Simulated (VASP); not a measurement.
# CaO (P1) in VASP: a series of runs

The runs below take CaO through single point, with PBEsol.

Everything below comes from runs of VASP 6.6.1. Logs are shortened: lines on timing, memory, paths and dates and some standing lists are left out, and cuts for length are marked.

## (1) The cell of the first run

The typed cell holds 16 atoms: a = 7.373 Å, b = 7.373 Å, c = 7.373 Å, α = 60.00°, β = 60.00°, γ = 60.00°.

## (2) Single point, PBEsol

Input file INCAR:

```
SYSTEM = CaO
PREC     = Accurate       ! precision mode
ENCUT    = 520            ! plane-wave cutoff, eV
EDIFF    = 1E-7           ! SCF threshold, eV
ISMEAR   = -1             ! smearing method
SIGMA    = 0.112          ! smearing width, eV
LREAL    = Auto         
LASPH    = .True.         ! aspherical terms in the spheres
NELM     = 80             ! most SCF steps
ALGO     = Normal         ! electronic algorithm
ISIF     = 2              ! what is computed and relaxed
LWAVE    = .False.        ! write WAVECAR
LCHARG   = .True.         ! write CHGCAR
GGA      = PS             ! functional
LELF     = .True.         ! ELF
LVHAR    = .True.       
NBANDS   = 78             ! bands
```

Input file KPOINTS:

```
Automatic mesh
0
Gamma
  2 2 2
  0 0 0
```

Input file POSCAR:

```
CaO
1.0
    0.0000000000      5.2134634832      5.2134634832
    5.2134634832      0.0000000000      5.2134634832
    5.2134634832      5.2134634832      0.0000000000
Ca O
8 8
Direct
    0.0046252362      0.0099619955     -0.0150841183
   -0.0135086781      0.0133886044      0.4933403693
   -0.0007789447      0.5005607133     -0.0058003667
   -0.0094375841      0.5098291200      0.4917697243
    0.4988122595     -0.0017304236      0.0083191337
    0.5338346589     -0.0027169079      0.4899737973
    0.4940014461      0.4923532136      0.0148627683
    0.4947141201      0.4996680246      0.4972329831
    0.1047721926      0.1146719454      0.1299399146
    0.1110968748      0.1325212121      0.6397053534
    0.1112430349      0.6236595903      0.1234339709
    0.1436463500      0.6200856706      0.6293727789
    0.6218442904      0.1367721290      0.1436698468
    0.6373746571      0.1067072785      0.6322360386
    0.6190048152      0.6267737389      0.1214639753
    0.6453497777      0.5854149568      0.6437707890
```

Potentials or basis: VASP PAW PBE potentials, release 64 (Ca_sv, O).

Launch:

```bash
$ cat potpaw_PBE.64/Ca_sv/POTCAR potpaw_PBE.64/O/POTCAR > POTCAR
$ mpirun -np 1 vasp_std > vasp.out
```

OUTCAR:

```text
SYSTEM = CaO
   PREC = Accurate
   ENCUT = 520
   EDIFF = 1E-7
   ISMEAR = -1
   LREAL = Auto
   LASPH = .True.
   NELM = 80
   ISIF = 2
   GGA = PS

 ion  position               nearest neighbor table
   1  0.005  0.010  0.985-  10 2.08   9 2.11  13 2.32  11 2.33
   2  0.986  0.013  0.493-  14 2.11   9 2.19  10 2.35  12 2.38
   3  0.999  0.501  0.994-  11 2.19  12 2.20  15 2.29   9 2.33
   4  0.991  0.510  0.492-  16 2.10  11 2.22  10 2.28  12 2.42
   5  0.499  0.998  0.008-  15 2.24  14 2.27   9 2.38  13 2.39
   6  0.534  0.997  0.490-  13 2.09  14 2.14  16 2.49  10 2.55
[... 8 lines left out ...]
  15  0.619  0.627  0.121-   7 2.21   5 2.24   8 2.26   3 2.29
  16  0.645  0.585  0.644-   4 2.10   7 2.24   8 2.32   6 2.49

  LATTYP: Found a face centered cubic cell.
 ALAT       =    10.4269269664

  Lattice vectors:

 A1 = (   0.0000000000,   5.2134634832,   5.2134634832)
 A2 = (   5.2134634832,   0.0000000000,   5.2134634832)
 A3 = (   5.2134634832,   5.2134634832,   0.0000000000)

Analysis of symmetry for initial positions (statically):
=====================================================================
 Subroutine PRICEL returns:
 Original cell was already a primitive cell.

 Routine SETGRP: Setting up the symmetry group for a
 face centered cubic supercell.

 Subroutine GETGRP returns: Found  1 space group operations
 (whereof  1 operations were pure point group operations)
 out of a pool of 48 trial point group operations.

The static configuration has the point symmetry C_1 .

Analysis of symmetry for dynamics (positions and initial velocities):
=====================================================================
 Subroutine PRICEL returns:
 Original cell was already a primitive cell.

 Routine SETGRP: Setting up the symmetry group for a
 face centered cubic supercell.

 Subroutine GETGRP returns: Found  1 space group operations
 (whereof  1 operations were pure point group operations)
 out of a pool of 48 trial point group operations.

The dynamic configuration has the point symmetry C_1 .

 Subroutine INISYM returns: Found  1 space group operations
 (whereof  1 operations are pure point group operations),
 and found     1 'primitive' translations

----------------------------------------------------------------------------------------

                                     Primitive cell

  volume of cell :     283.4060

  direct lattice vectors                    reciprocal lattice vectors
     0.000000000  5.213463483  5.213463483    -0.095905534  0.095905534  0.095905534
     5.213463483  0.000000000  5.213463483     0.095905534 -0.095905534  0.095905534
     5.213463483  5.213463483  0.000000000     0.095905534  0.095905534 -0.095905534

  length of vectors
     7.372950765  7.372950765  7.372950765     0.166113258  0.166113258  0.166113258

  position of ions in fractional coordinates (direct lattice)
     0.004625236  0.009961995  0.984915882
     0.986491322  0.013388604  0.493340369
     0.999221055  0.500560713  0.994199633
     0.990562416  0.509829120  0.491769724
     0.498812259  0.998269576  0.008319134
     0.533834659  0.997283092  0.489973797
[... 8 lines left out ...]
     0.619004815  0.626773739  0.121463975
     0.645349778  0.585414957  0.643770789

  ion indices of the primitive-cell ions
   primitive index   ion index
                 1           1
                 2           2
                 3           3
                 4           4
                 5           5
                 6           6
[... 8 lines left out ...]
                15          15
                16          16

----------------------------------------------------------------------------------------

 KPOINTS: Automatic mesh

Automatic generation of k-mesh.
 Grid dimensions read from file:
 generate k-points for:    2    2    2

 Generating k-lattice:

  Cartesian coordinates                     Fractional coordinates (reciprocal lattice)
    -0.047952767  0.047952767  0.047952767     0.500000000  0.000000000  0.000000000
     0.047952767 -0.047952767  0.047952767     0.000000000  0.500000000  0.000000000
     0.047952767  0.047952767 -0.047952767     0.000000000  0.000000000  0.500000000

  Length of vectors
     0.083056629  0.083056629  0.083056629

  Shift w.r.t. Gamma in fractional coordinates (k-lattice)
     0.000000000  0.000000000  0.000000000

 Subroutine IBZKPT returns following result:
 ===========================================

 Found      8 irreducible k-points:

 Following reciprocal coordinates:
            Coordinates               Weight
  0.000000  0.000000  0.000000      1.000000
  0.500000  0.000000  0.000000      1.000000
  0.000000  0.500000  0.000000      1.000000
  0.000000  0.000000  0.500000      1.000000
  0.500000  0.500000  0.500000      1.000000
  0.500000  0.500000  0.000000      1.000000
  0.000000  0.500000  0.500000      1.000000
  0.500000  0.000000  0.500000      1.000000
   k-points           NKPTS =      8   k-points in BZ     NKDIM =      8   number of bands    NBANDS=     78
   number of dos      NEDOS =    301   number of ions     NIONS =     16
   total plane-waves  NPLWV = 175616
   dimension x,y,z NGX =    56 NGY =   56 NGZ =   56
   dimension x,y,z NGXF=   112 NGYF=  112 NGZF=  112
   ions per type =               8   8
   NGX,Y,Z   is equivalent  to a cutoff of  12.63, 12.63, 12.63 a.u.
   NGXF,Y,Z  is equivalent  to a cutoff of  25.25, 25.25, 25.25 a.u.
 SYSTEM =  CaO
   PREC   = accura    normal or accurate (medium, high low for compatibility)
   ISTART =      0    job   : 0-new  1-cont  2-samecut
   ICHARG =      2    charge: 1-file 2-atom 10-const
   ISPIN  =      1    spin polarized calculation?
   LNONCOLLINEAR =      F non collinear calculations
   LSORBIT =      F    spin-orbit coupling
   LASPH  =      T    aspherical Exc in radial PAW
   ENCUT  =  520.0 eV  38.22 Ry    6.18 a.u.  13.71 13.71 13.71*2*pi/ulx,y,z
   NELM   =     80;   NELMIN=  2; NELMDL= -5     # of ELM steps
   EDIFF  = 0.1E-06   stopping-criterion for ELM
   LREAL  =      T    real-space projection
   EDIFFG = 0.1E-05   stopping-criterion for IOM
   NSW    =      0    number of steps for IOM
   IBRION =     -1    ionic relax: 0-MD 1-quasi-New 2-CG
   NFREE  =      0    steps in history (QN), initial steepest desc. (CG)
   ISIF   =      2    stress and relaxation
   ISYM   =      2    0-nonsym 1-usesym 2-fastsym
   POTIM  = 0.5000    time-step for ionic-motion
   TEBEG  =    0.0;   TEEND  =   0.0 temperature during run
   PSTRESS=    0.0 pullay stress
   NELECT =     128.0000    total number of electrons
   NUPDOWN=      -1.0000    fix difference up-down
   EMIN   =  10.00;   EMAX   =-10.00  energy-range for DOS
   EFERMI =   0.00;   METHOD = LEGACY
   ISMEAR =    -1;   SIGMA  =   0.11  broadening in eV -4-tet -1-fermi 0-gaus
   EFERMI_NEDOS =   21; number of points for ismear=-14 and -15
   IALGO  =     38    algorithm
   IMIX   =      4    mixing-type and parameters
     AMIX     =   0.40;   BMIX     =  1.00
     AMIX_MAG =   1.60;   BMIX_MAG =  1.00
  volume/ion in A,a.u.               =      17.71       119.53
  Fermi-wavevector in a.u.,A,eV,Ry     =   1.256055  2.373599 21.465543  1.577673
  Thomas-Fermi vector in A             =   2.389781
   LORBIT       =      0    0 simple, 1 ext, 2 COOP (PROOUT), +10 PAW based schemes
   GGA     = PS    functional components
   LHFCALC =     F    Hartree Fock is set to
   AEXX    =    0.0000 exact exchange contribution
   IVDW    =     0    specifies the selected vdW correction
   LEPSILON=     F    determine dielectric tensor
   LRPA    =     F    only Hartree local field effects (RPA)
 non-spin polarized calculation
  energy-cutoff  :      520.00
  volume of cell :      283.41
 maximum number of plane-waves:      7648
 NGX is ok and might be reduce to    56
   NGX = 27   NGY = 27   NGZ = 27

 number of electron     128.0000001 magnetization

 Free energy of the ion-electron system (eV)
  ---------------------------------------------------
  ext. energy  EPLUGINS =         0.00000000
  ---------------------------------------------------
  free energy    TOTEN  =      -102.56260819 eV

  energy without entropy =     -102.56260293  energy(sigma->0) =     -102.56260556

 E-fermi :   2.1254     XC(G=0):  -9.2720

 val. band max:        0.5176755575   @ k =   0.0000   0.0000   0.0000
 cond. band min:       3.4657022498   @ k =   0.0000   0.0000   0.0000
 fundamental gap:      2.9480266923
 Fermi energy:         2.1253553202

 k-point     1 :       0.0000    0.0000    0.0000
  band No.  band energies     occupation
      1     -37.1627      2.00000
      2     -36.8248      2.00000
      3     -36.6064      2.00000
      4     -36.4944      2.00000
      5     -36.4558      2.00000
      6     -36.2826      2.00000
[... 68 lines left out ...]
     75       7.0244      0.00000
     76       7.7046      0.00000

 k-point     2 :       0.5000    0.0000    0.0000
  band No.  band energies     occupation
      1     -37.1624      2.00000
      2     -36.8245      2.00000
      3     -36.6052      2.00000
      4     -36.4956      2.00000
      5     -36.4558      2.00000
      6     -36.2799      2.00000
[... 68 lines left out ...]
     75       6.8768      0.00000
     76       7.0541      0.00000

 k-point     3 :       0.0000    0.5000    0.0000
  band No.  band energies     occupation
      1     -37.1624      2.00000
      2     -36.8244      2.00000
      3     -36.6062      2.00000
      4     -36.4934      2.00000
      5     -36.4572      2.00000
      6     -36.2826      2.00000
[... 384 lines left out ...]
     75       6.6949      0.00000
     76       6.8573      0.00000

 k-point     8 :       0.5000    0.0000    0.5000
  band No.  band energies     occupation
      1     -37.1623      2.00000
      2     -36.8247      2.00000
      3     -36.6056      2.00000
      4     -36.4937      2.00000
      5     -36.4567      2.00000
      6     -36.2834      2.00000
[... 68 lines left out ...]
     75       6.7518      0.00000
     76       6.8011      0.00000
 [bands above 76 left out]

------------------------ aborting loop because EDIFF is reached ----------------------------------------

  FORCE on cell =-STRESS in cart. coord.  units (eV):
  Direction    XX          YY          ZZ          XY          YZ          ZX
  --------------------------------------------------------------------------------------
  -------------------------------------------------------------------------------------
  Total        1.1277331      0.9281228      0.8857304      1.9759906      0.1259838     -2.5803569
  in kB        6.3754069      5.2469509      5.0072944     11.1708558      0.7122236    -14.5875165
  external PRESSURE =       5.5432174 kB  Pullay stress =       0.0000000 kB

 VOLUME and BASIS-vectors are now :
 -----------------------------------------------------------------------------
  energy-cutoff  :      520.00
  volume of cell :      283.41
      direct lattice vectors                 reciprocal lattice vectors
     0.000000000  5.213463483  5.213463483    -0.095905534  0.095905534  0.095905534
     5.213463483  0.000000000  5.213463483     0.095905534 -0.095905534  0.095905534
     5.213463483  5.213463483  0.000000000     0.095905534  0.095905534 -0.095905534

 POSITION                                       TOTAL-FORCE (eV/Angst)
 -----------------------------------------------------------------------------------
      5.18676      5.15894      0.07605        -0.057616      0.126384     -1.270223
      2.64181      7.71505      5.21284        -0.338274      1.654910      0.603532
      7.79288     10.39263      7.81906        -0.042122     -0.103644     -0.313079
      5.22180      7.72808      7.82224        -0.422237      1.288547      0.373189
      5.24781      2.64391      7.80498         0.166805     -0.142795     -0.051415
      7.75376      5.33759      7.98243         0.485954     -0.099438     -2.079107
[... 8 lines left out ...]
      3.90091      3.86041      6.49482         0.400406      0.219695      0.280333
      6.40831      6.72078      6.41655         0.706438     -1.277000     -0.089789
 -----------------------------------------------------------------------------------
    total drift:                               -0.003191      0.007917     -0.002854

  FREE ENERGIE OF THE ION-ELECTRON SYSTEM (eV)
  ---------------------------------------------------
  free  energy   TOTEN  =      -102.5626081851 eV

  energy  without entropy=     -102.5626029324  energy(sigma->0) =     -102.56260556
```

Run time: 13 min. Hardware: 1 thread of Oxide Virtual Turin-like, shared host; peak memory 0.44 GiB.

What came out:

| Item | Value |
| --- | --- |
| Free energy | -102.5626 eV |
| Pressure | 0.6 GPa |
| Largest force | 2.137 eV/Å |
| Band gap on the k mesh | 2.95 eV |

Forces in eV/Å, atoms in the order of the input:
```
Ca  -0.058  0.126 -1.270
Ca  -0.338  1.655  0.604
Ca  -0.042 -0.104 -0.313
Ca  -0.422  1.289  0.373
Ca   0.167 -0.143 -0.051
Ca   0.486 -0.099 -2.079
Ca   0.093 -0.844  0.361
Ca  -0.131  0.886  0.398
O    0.350  0.723  1.308
O   -1.309 -0.672  1.077
O    0.042  0.109  0.307
O    0.214 -1.107 -0.326
O   -1.177 -0.373 -0.359
O    1.019 -0.390 -0.218
O    0.400  0.220  0.280
O    0.706 -1.277 -0.090
```

Stress tensor (GPa, compression positive):
```
 0.64  1.12 -1.46
 1.12  0.52  0.07
-1.46  0.07  0.50
```

Caveat: the k points lie up to 0.52 Å⁻¹ apart; the structure was generated, so it needn't be the stable form of CaO; the PAW data sets were made with another functional, which shifts forces and pressure a little.

(Part 1 of 2 ends here.)
